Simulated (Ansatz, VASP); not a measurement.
Rh: VASP beside Ansatz

INCAR

```
PREC = Accurate
ENCUT = 520
EDIFF = 1E-6
ISMEAR = -1
SIGMA = 0.05
LREAL = False
LASPH = True
NELM = 60
ALGO = Fast
ISIF = 2
LWAVE = False
LCHARG = False
GGA = CA
NBANDS = 22
```

KPOINTS

```
regular mesh
0
Gamma
  11 11 6
```

File POSCAR:

```
Rh
1.0
    2.7490655232      0.0000000000      0.0000000000
   -1.3745327616      2.3807605798      0.0000000000
    0.0000000000      0.0000000000      4.4578175964
Rh
2
Direct
    0.3333333333      0.6666666667      0.2500000000
    0.6666666667      0.3333333333      0.7500000000
```

Contents of input.yaml:

```yaml
crystal:
  lattice:
    - [2.7490655232, 0.0, 0.0]
    - [-1.3745327616, 2.3807605798, 0.0]
    - [0.0, 0.0, 4.4578175964]
  atoms:
    - { symbol: Rh, position: [0.3333333333, 0.6666666667, 0.25] }
    - { symbol: Rh, position: [0.6666666667, 0.3333333333, 0.75] }
kpoints:
  mp_grid: { grid: [11, 11, 6] }
scf:
  occupations: { method: fermi_dirac, width: 0.05 }
hamiltonian:
  xc: lda
  pseudopotentials: { kind: all_electron, lapw: { basis_error: 0.001 } }
output:
  forces: true
  stress: true
  eigenvalues: true
```

Change from the starting cell: volume scaled by 1.02.

Alike in both runs: task single point; functional LDA; k mesh 11 × 11 × 6; occupations fermi-dirac, width 0.05 eV; no spin polarisation.

```csv
,VASP,Ansatz
version,VASP 6.6.1,Ansatz 0.2.0
potentials or method,"VASP PAW LDA potentials, release 64 (Rh_pv), cutoff 520 eV","all-electron LAPW, scalar-relativistic"
```

Ansatz gave:

- gap on the k mesh at the Fermi level (eV): none
- pressure (GPa): -23.3
- traceless stress, the component that is largest in VASP (GPa): -1.03

**Question.** Which values does VASP return?

**Answer.** gap on the k mesh at the Fermi level (eV): none; pressure (GPa): -22.6; traceless stress, the component that is largest in VASP (GPa): -1.01.

LDA's correlation is that of Perdew and Zunger in VASP and of Perdew and Wang (1992) in Ansatz. A gap of «none» marks a metal or a gap that the smearing closes. Ansatz ran all-electron here, and VASP with PAW potentials.
